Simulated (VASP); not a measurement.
Runs of VASP 6.6.1 on Cu. The structure is that of space group Fm-3m (No. 225), or close to it. The cells are those of the table. 

```tsv
cell	gap on the mesh (eV)	pressure (GPa)
a = 2.523, b = 2.523, c = 2.394 Å, angles 61.7, 61.7, 56.6°, 1 atom	none	12.3
a = 2.646 Å, angles 60.0°, 1 atom	none	-16.4
a = 2.394 Å, angles 60.0°, 1 atom	none	(b)
a = 2.583 Å, angles 60.0°, 1 atom	none	(a)
a = 2.488, b = 2.488, c = 2.457 Å, angles 60.4, 60.4, 59.2°, 1 atom	none	10.6
```

Alike in all rows: task single point; level PBEsol; potentials or basis VASP PAW PBE potentials, release 64 (Cu); no spin polarisation; k mesh 28 × 28 × 28; cutoff (eV) 520; smearing gaussian 0.15 eV.

Task: Estimate the missing entries.

Result: (a) -9.7; (b) 38.7.

Caveats: the PAW data sets were made with another functional, which shifts forces and pressure a little; the cell stands under pressure (at least some runs); the cell stands under tension (at least some runs).

A gap of «none» marks levels without a gap at the run's occupations.
